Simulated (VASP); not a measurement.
Wanted: the native input for a VASP 6.6.1 run.

| Quantity | Value |
| --- | --- |
| Task | single point |
| Functional | PBE |
| Potentials or basis | VASP PAW PBE potentials, release 64 (Ge_d) |
| Cutoff | 520 eV |
| k mesh | 4 × 4 × 4 |
| Occupations | gaussian, width 0.1 eV |
| Spin | no spin polarisation |
| Dipole correction | no |
| Further INCAR settings | ALGO = Normal; EDIFF = 1e-06; NBANDS = 51 |

The structure of Ge lies in POSCAR:

```
Ge
1.0
    0.0000000000      3.9442847900      3.9442847900
    3.9442847900      0.0000000000      3.9442847900
    3.9442847900      3.9442847900      0.0000000000
Ge
6
Direct
    0.6250000000      0.6250000000      0.1250000000
    0.2500000000      0.2500000000      0.2500000000
    0.6250000000      0.6250000000      0.6250000000
    0.1250000000      0.6250000000      0.6250000000
    0.6250000000      0.1250000000      0.6250000000
    0.0000000000      0.0000000000      0.0000000000
```

One way to write it, as run:

INCAR

```
  PREC = Accurate
  ENCUT = 520
  EDIFF = 1E-6
  ISMEAR = 0
  SIGMA = 0.1
  LREAL = False
  LASPH = True
  NELM = 100
  ALGO = Normal
  ISIF = 2
  LWAVE = False
  LCHARG = False
  GGA = PE
  NBANDS = 51
```

KPOINTS

```
Automatic mesh
0
Gamma
  4 4 4
```

Potentials or basis: VASP PAW PBE potentials, release 64 (Ge_d).

Launch:

```sh
$ cat potpaw_PBE.64/Ge_d/POTCAR > POTCAR
$ mpirun -np 1 vasp_std > vasp.out
```

Results of the run:

```json
{"Pressure": "-0.3 GPa", "Band gap on the k mesh": "zero (band 42 reaches 6.39 eV, above the bottom of band 43 at 4.70 eV)"}
```

Run time: 37 s on 1 thread of AMD EPYC 9R45 96-Core Processor (Zen 5) (shared host), peak memory 0.22 GiB.
